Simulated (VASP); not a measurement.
# KAs2 (Pnnm) in VASP: relaxation of cell and atoms with PBE

Aim: the relaxation of cell and atoms of KAs2 with PBE.

Everything below comes from runs of VASP 6.6.1. Logs are shortened: lines on timing, memory, paths and dates and some standing lists are left out, and cuts for length are marked.

### Step 1. The cell of the first run

Symmetry: Pnnm, No. 58, orthorhombic system. Conventional cell: a = 5.356 Å, b = 6.537 Å, c = 4.081 Å, α = 90.00°, β = 90.00°, γ = 90.00°. K (site symmetry 2/m) has 6 As at 2.70 to 2.71 Å within 3.6 Å. Within 3.6 Å of As (site symmetry m) lie 2 As at 2.67 to 3.58 Å and 3 K at 2.70 to 2.71 Å.

### Step 2. Relaxation of cell and atoms, PBE

INCAR reads:

```
SYSTEM = KAs2
PREC = Accurate
ENCUT = 600
EDIFF = 1E-6
ISMEAR = 0
SIGMA = 0.1
LREAL = .False.
LASPH = .True.
NELM = 60
ALGO = Normal
ISIF = 3
LWAVE = .False.
LCHARG = .False.
GGA = PE
IBRION = 2
NSW = 90
EDIFFG = -0.04
```

KPOINTS reads:

```
Automatic mesh
0
Gamma
  4 4 4
  0 0 0
```

POSCAR reads:

```
KAs2
1.0
    5.3558049600      0.0000000000      0.0000000000
    0.0000000000      6.5367186216      0.0000000000
    0.0000000000      0.0000000000      4.0806592081
K As
2 4
Direct
    0.0000000000      0.0000000000      0.0000000000
    0.5000000000      0.5000000000      0.5000000000
    0.2004000000      0.3787000000      0.0000000000
    0.7996000000      0.6213000000      0.0000000000
    0.7004000000      0.1213000000      0.5000000000
    0.2996000000      0.8787000000      0.5000000000
```

Potentials or basis: VASP PAW PBE potentials, release 64 (K_sv, As).

Started as:

```bash
$ cat potpaw_PBE.64/K_sv/POTCAR potpaw_PBE.64/As/POTCAR > POTCAR
$ mpirun -np 1 vasp_std > vasp.out
```

OUTCAR:

```text
SYSTEM = KAs2
   PREC = Accurate
   ENCUT = 600
   EDIFF = 1E-6
   ISMEAR = 0
   LREAL = .False.
   LASPH = .True.
   NELM = 60
   ISIF = 3
   GGA = PE
   IBRION = 2
   NSW = 90
   EDIFFG = -0.04

 ion  position               nearest neighbor table
   1  0.000  0.000  0.000-   3 2.70   4 2.70   5 2.71   6 2.71   5 2.71   6 2.71
   2  0.500  0.500  0.500-   5 2.70   6 2.70   3 2.71   4 2.71   3 2.71   4 2.71
   3  0.200  0.379  0.000-   4 2.67   1 2.70   2 2.71   2 2.71
   4  0.800  0.621  0.000-   3 2.67   1 2.70   2 2.71   2 2.71
   5  0.700  0.121  0.500-   6 2.67   2 2.70   1 2.71   1 2.71
   6  0.300  0.879  0.500-   5 2.67   2 2.70   1 2.71   1 2.71

  LATTYP: Found a simple orthorhombic cell.
 ALAT       =     4.0806592081
 B/A-ratio  =     1.3124852351
 C/A-ratio  =     1.6018781006

  Lattice vectors:

 A1 = (   0.0000000000,   0.0000000000,   4.0806592081)
 A2 = (   5.3558049600,   0.0000000000,   0.0000000000)
 A3 = (   0.0000000000,   6.5367186216,   0.0000000000)

Analysis of symmetry for initial positions (statically):
=====================================================================
 Subroutine PRICEL returns:
 Original cell was already a primitive cell.

 Routine SETGRP: Setting up the symmetry group for a
 simple orthorhombic supercell.

 Subroutine GETGRP returns: Found  8 space group operations
 (whereof  4 operations were pure point group operations)
 out of a pool of  8 trial point group operations.

The static configuration has the point symmetry C_2h.
 The point group associated with its full space group is D_2h.

Analysis of symmetry for dynamics (positions and initial velocities):
=====================================================================
 Subroutine PRICEL returns:
 Original cell was already a primitive cell.

 Routine SETGRP: Setting up the symmetry group for a
 simple orthorhombic supercell.

 Subroutine GETGRP returns: Found  8 space group operations
 (whereof  4 operations were pure point group operations)
 out of a pool of  8 trial point group operations.

The dynamic configuration has the point symmetry C_2h.
 The point group associated with its full space group is D_2h.

 Subroutine INISYM returns: Found  8 space group operations
 (whereof  4 operations are pure point group operations),
 and found     1 'primitive' translations

----------------------------------------------------------------------------------------

                                     Primitive cell

  volume of cell :     142.8614

  direct lattice vectors                    reciprocal lattice vectors
     5.355804960  0.000000000  0.000000000     0.186713297  0.000000000  0.000000000
     0.000000000  6.536718622  0.000000000     0.000000000  0.152981956  0.000000000
     0.000000000  0.000000000  4.080659208     0.000000000  0.000000000  0.245058445

  length of vectors
     5.355804960  6.536718622  4.080659208     0.186713297  0.152981956  0.245058445

  position of ions in fractional coordinates (direct lattice)
     0.000000000  0.000000000  0.000000000
     0.500000000  0.500000000  0.500000000
     0.200400000  0.378700000  0.000000000
     0.799600000  0.621300000  0.000000000
     0.700400000  0.121300000  0.500000000
     0.299600000  0.878700000  0.500000000

  ion indices of the primitive-cell ions
   primitive index   ion index
                 1           1
                 2           2
                 3           3
                 4           4
                 5           5
                 6           6

----------------------------------------------------------------------------------------

 KPOINTS: Automatic mesh

Automatic generation of k-mesh.
 Grid dimensions read from file:
 generate k-points for:    4    4    4

 Generating k-lattice:

  Cartesian coordinates                     Fractional coordinates (reciprocal lattice)
     0.046678324  0.000000000  0.000000000     0.250000000  0.000000000  0.000000000
     0.000000000  0.038245489  0.000000000     0.000000000  0.250000000  0.000000000
     0.000000000  0.000000000  0.061264611     0.000000000  0.000000000  0.250000000

  Length of vectors
     0.046678324  0.038245489  0.061264611

  Shift w.r.t. Gamma in fractional coordinates (k-lattice)
     0.000000000  0.000000000  0.000000000

 Subroutine IBZKPT returns following result:
 ===========================================

 Found     27 irreducible k-points:

 Following reciprocal coordinates:
            Coordinates               Weight
  0.000000  0.000000  0.000000      1.000000
  0.250000  0.000000  0.000000      2.000000
  0.500000  0.000000  0.000000      1.000000
  0.000000  0.250000  0.000000      2.000000
  0.250000  0.250000  0.000000      4.000000
  0.500000  0.250000  0.000000      2.000000
[... 16 lines left out ...]
  0.250000  0.250000  0.500000      4.000000
  0.500000  0.250000  0.500000      2.000000
 [... further k-points ...]
   k-points           NKPTS =     27   k-points in BZ     NKDIM =     27   number of bands    NBANDS=     23
   number of dos      NEDOS =    301   number of ions     NIONS =      6
   total plane-waves  NPLWV =  93312
   dimension x,y,z NGX =    48 NGY =   54 NGZ =   36
   dimension x,y,z NGXF=    96 NGYF=  108 NGZF=   72
   ions per type =               2   4
   NGX,Y,Z   is equivalent  to a cutoff of  14.90, 13.73, 14.67 a.u.
   NGXF,Y,Z  is equivalent  to a cutoff of  29.80, 27.47, 29.33 a.u.
 SYSTEM =  KAs2
   PREC   = accura    normal or accurate (medium, high low for compatibility)
   ISTART =      0    job   : 0-new  1-cont  2-samecut
   ICHARG =      2    charge: 1-file 2-atom 10-const
   ISPIN  =      1    spin polarized calculation?
   LNONCOLLINEAR =      F non collinear calculations
   LSORBIT =      F    spin-orbit coupling
   LASPH  =      T    aspherical Exc in radial PAW
   ENCUT  =  600.0 eV  44.10 Ry    6.64 a.u.  10.70 13.06  8.15*2*pi/ulx,y,z
   NELM   =     60;   NELMIN=  2; NELMDL= -5     # of ELM steps
   EDIFF  = 0.1E-05   stopping-criterion for ELM
   LREAL  =      F    real-space projection
   EDIFFG = -.4E-01   stopping-criterion for IOM
   NSW    =     90    number of steps for IOM
   IBRION =      2    ionic relax: 0-MD 1-quasi-New 2-CG
   NFREE  =      1    steps in history (QN), initial steepest desc. (CG)
   ISIF   =      3    stress and relaxation
   ISYM   =      2    0-nonsym 1-usesym 2-fastsym
   POTIM  = 0.5000    time-step for ionic-motion
   TEBEG  =    0.0;   TEEND  =   0.0 temperature during run
   PSTRESS=    0.0 pullay stress
   NELECT =      38.0000    total number of electrons
   NUPDOWN=      -1.0000    fix difference up-down
   EMIN   =  10.00;   EMAX   =-10.00  energy-range for DOS
   EFERMI =   0.00;   METHOD = LEGACY
   ISMEAR =     0;   SIGMA  =   0.10  broadening in eV -4-tet -1-fermi 0-gaus
   EFERMI_NEDOS =   21; number of points for ismear=-14 and -15
   IALGO  =     38    algorithm
   IMIX   =      4    mixing-type and parameters
     AMIX     =   0.40;   BMIX     =  1.00
     AMIX_MAG =   1.60;   BMIX_MAG =  1.00
  volume/ion in A,a.u.               =      23.81       160.68
  Fermi-wavevector in a.u.,A,eV,Ry     =   1.052845  1.989588 15.081819  1.108482
  Thomas-Fermi vector in A             =   2.187943
   LORBIT       =      0    0 simple, 1 ext, 2 COOP (PROOUT), +10 PAW based schemes
   GGA     = PE    functional components
   LHFCALC =     F    Hartree Fock is set to
   AEXX    =    0.0000 exact exchange contribution
   IVDW    =     0    specifies the selected vdW correction
   LEPSILON=     F    determine dielectric tensor
   LRPA    =     F    only Hartree local field effects (RPA)
 conjugate gradient relaxation of ions
 non-spin polarized calculation
 Gauss-broadening in eV      SIGMA  =   0.10
  energy-cutoff  :      600.00
  volume of cell :      142.86
 maximum number of plane-waves:      4800
 NGX is ok and might be reduce to    48
   NGX = 21   NGY = 27   NGZ = 17

--------------------------------------- Ionic step        1  -------------------------------------------

 number of electron      38.0000002 magnetization

 Free energy of the ion-electron system (eV)
  ---------------------------------------------------
  ext. energy  EPLUGINS =         0.00000000
  ---------------------------------------------------
  free energy    TOTEN  =       -13.57542035 eV

  energy without entropy =      -13.54751799  energy(sigma->0) =      -13.56146917

------------------------ aborting loop because EDIFF is reached ----------------------------------------

  FORCE on cell =-STRESS in cart. coord.  units (eV):
  Direction    XX          YY          ZZ          XY          YZ          ZX
  --------------------------------------------------------------------------------------
  -------------------------------------------------------------------------------------
  Total        3.4726670     11.2399430     20.2382995      0.0000000      0.0000000      0.0000000
  in kB       38.9456405    126.0549261    226.9706647      0.0000000      0.0000000      0.0000000
  external PRESSURE =     130.6570771 kB  Pullay stress =       0.0000000 kB
[... 101 lines left out ...]
  FREE ENERGIE OF THE ION-ELECTRON SYSTEM (eV)
  ---------------------------------------------------
  free  energy   TOTEN  =       -20.2325349113 eV

  energy  without entropy=      -20.1937784280  energy(sigma->0) =      -20.21315667

[... ionic steps 4 to 37 ...]

--------------------------------------- Ionic step       38  -------------------------------------------

 number of electron      38.0000014 magnetization

------------------------ aborting loop because EDIFF is reached ----------------------------------------

  FORCE on cell =-STRESS in cart. coord.  units (eV):
  Direction    XX          YY          ZZ          XY          YZ          ZX
  --------------------------------------------------------------------------------------
  -------------------------------------------------------------------------------------
  Total        0.3450614     -0.0410511     -0.1707825      0.0000000      0.0000000      0.0000000
  in kB        2.9200933     -0.3473965     -1.4452527      0.0000000      0.0000000      0.0000000
  external PRESSURE =       0.3758147 kB  Pullay stress =       0.0000000 kB
[... 65 lines left out ...]
  energy  without entropy=      -22.2403335509  energy(sigma->0) =      -22.24732633

--------------------------------------- Ionic step       40  -------------------------------------------

 number of electron      38.0000012 magnetization

 Free energy of the ion-electron system (eV)
  ---------------------------------------------------
  ext. energy  EPLUGINS =         0.00000000
  ---------------------------------------------------
  free energy    TOTEN  =       -22.25495783 eV

  energy without entropy =      -22.24067180  energy(sigma->0) =      -22.24781482

 E-fermi :   2.1771     XC(G=0):  -8.0359

 val. band max:        2.1481903658   @ k =   0.2500   0.5000   0.5000
 cond. band min:       2.2200656446   @ k =   0.0000   0.0000   0.5000
 fundamental gap:      0.0718752788
 Fermi energy:         2.1770530346

 k-point     1 :       0.0000    0.0000    0.0000
  band No.  band energies     occupation
      1     -28.9990      2.00000
      2     -28.9982      2.00000
      3     -12.5196      2.00000
      4     -12.4854      2.00000
      5     -12.4719      2.00000
      6     -12.4577      2.00000
[... 613 lines left out ...]
     22       4.2883      0.00000
     23       4.5009      0.00000

 [... further k-points ...]
[... 5 lines left out ...]
  --------------------------------------------------------------------------------------
  -------------------------------------------------------------------------------------
  Total        0.0275212     -0.0466047     -0.0103342      0.0000000      0.0000000      0.0000000
  in kB        0.2323229     -0.3934179     -0.0872368      0.0000000      0.0000000      0.0000000
  external PRESSURE =      -0.0827772 kB  Pullay stress =       0.0000000 kB
[... 21 lines left out ...]
  FREE ENERGIE OF THE ION-ELECTRON SYSTEM (eV)
  ---------------------------------------------------
  free  energy   TOTEN  =       -22.2549578308 eV

  energy  without entropy=      -22.2406718005  energy(sigma->0) =      -22.24781482

 reached required accuracy - stopping structural energy minimisation
```

Run time: 23 min. Hardware: 1 thread of Intel Xeon Platinum 8559C (Emerald Rapids), shared host; peak memory 0.36 GiB.

What came out:

```yaml
Free_energy: -22.2550 eV
Relaxed_volume: 31.63 Å³/atom
Relaxed_cell: a = 3.669 Å, b = 8.044 Å, c = 6.430 Å, α = 90.00°, β = 90.00°, γ = 90.00°
Space_group_after_relaxing_to_0.1_Å: Pnnm (No. 58)
Energy_gained_by_relaxing: 1446.6 meV/atom
Ionic_steps: 40
Pressure_after_relaxing: 0.0 GPa
Largest_force_after_relaxing: 0.021 eV/Å
Band_gap_on_the_k_mesh: zero (bands 19 and 20 overlap by 2.05 eV)
```

Forces on the atoms (eV/Å):
```
K    0.000  0.000  0.000
K    0.000  0.000  0.000
As   0.014  0.015  0.000
As  -0.014 -0.015  0.000
As   0.014 -0.015  0.000
As  -0.014  0.015  0.000
```

Step by step:
| step | energy change (eV) | largest force (eV/Å) | pressure (GPa) | volume (Å³) |
| --- | --- | --- | --- | --- |
| 1 | 0.0000 | 3.3059 | 13.07 | 142.86 |
| 2 | -4.6990 | 2.9323 | 1.87 | 186.18 |
| 3 | -6.6571 | 0.5872 | -0.04 | 238.98 |
| 4 | -6.7106 | 0.2913 | 0.28 | 251.03 |
| 5 | -6.7103 | 0.0980 | 0.20 | 248.53 |
| 6 | -6.7593 | 0.1749 | -0.23 | 250.01 |
| 7 | -6.8186 | 0.8969 | -1.31 | 253.75 |
| 8 | -6.8275 | 0.8855 | -1.32 | 253.67 |
| 9 | -6.8525 | 0.8537 | -1.32 | 253.39 |
| 10 | -6.8951 | 0.8024 | -1.33 | 252.68 |
| 11 | -6.9475 | 0.7530 | -1.32 | 250.69 |
| 12 | -6.9885 | 0.4522 | -1.00 | 248.79 |
| 13 | -7.0291 | 0.2896 | -0.22 | 244.74 |
| 14 | -7.0293 | 0.3527 | -0.16 | 244.42 |
| 15 | -7.0387 | 0.3518 | -0.16 | 243.73 |
| 16 | -7.0668 | 0.3525 | -0.17 | 241.67 |
| 17 | -7.1230 | 0.3709 | -0.17 | 237.49 |
| 18 | -7.2315 | 0.4676 | -0.11 | 228.98 |
| 19 | -7.3772 | 0.8529 | 0.51 | 211.47 |
| 20 | -6.7675 | 3.5106 | 5.02 | 175.02 |
| 21 | -7.2919 | 1.4417 | 1.88 | 200.54 |
| 22 | -7.3244 | 1.3022 | 1.34 | 207.05 |
| 23 | -7.3356 | 1.2496 | 1.28 | 206.65 |
| 24 | -7.3635 | 1.1281 | 1.09 | 205.43 |
| 25 | -7.3956 | 1.0550 | 0.79 | 202.97 |
| 26 | -7.3902 | 1.3620 | 0.38 | 197.88 |
| 27 | -7.4415 | 1.4094 | 0.25 | 197.45 |
| 28 | -7.6307 | 1.5577 | -0.22 | 196.17 |
| 29 | -8.1016 | 1.4320 | -0.98 | 193.51 |
| 30 | -8.5099 | 0.6059 | 0.22 | 187.89 |
| 31 | -8.5339 | 0.6114 | -0.60 | 189.68 |
| 32 | -8.5475 | 0.4721 | -0.38 | 189.08 |
| 33 | -8.6055 | 0.2025 | 0.15 | 187.62 |
| 34 | -8.6236 | 0.3242 | 0.73 | 186.26 |
| 35 | -8.6640 | 0.1584 | 0.19 | 188.18 |
| 36 | -8.6718 | 0.2176 | -0.17 | 189.62 |
| 37 | -8.6719 | 0.2048 | -0.13 | 189.48 |
| 38 | -8.6783 | 0.0447 | 0.04 | 189.33 |
| 39 | -8.6789 | 0.0288 | 0.11 | 189.26 |
| 40 | -8.6795 | 0.0209 | -0.01 | 189.80 |

Final structure:
```cif
data_structure
_symmetry_space_group_name_H-M 'P 1'
_symmetry_Int_Tables_number 1
_cell_length_a 3.6695
_cell_length_b 8.0444
_cell_length_c 6.4297
_cell_angle_alpha 90.000
_cell_angle_beta 90.000
_cell_angle_gamma 90.000
_cell_volume 189.80
loop_
_atom_site_label
_atom_site_type_symbol
_atom_site_fract_x
_atom_site_fract_y
_atom_site_fract_z
_atom_site_occupancy
K1 K 0.00000 0.00000 0.00000 1
K2 K 0.50000 0.50000 0.50000 1
As1 As 0.24993 0.40090 0.00000 1
As2 As 0.75007 0.59910 0.00000 1
As3 As 0.74993 0.09910 0.50000 1
As4 As 0.25007 0.90090 0.50000 1
```

Caveat: the k points lie up to 0.43 Å⁻¹ apart in the final cell, too coarse for converged energies and pressures of a metal; the volume moved by over 15 % at a fixed basis, so the end points are rough.
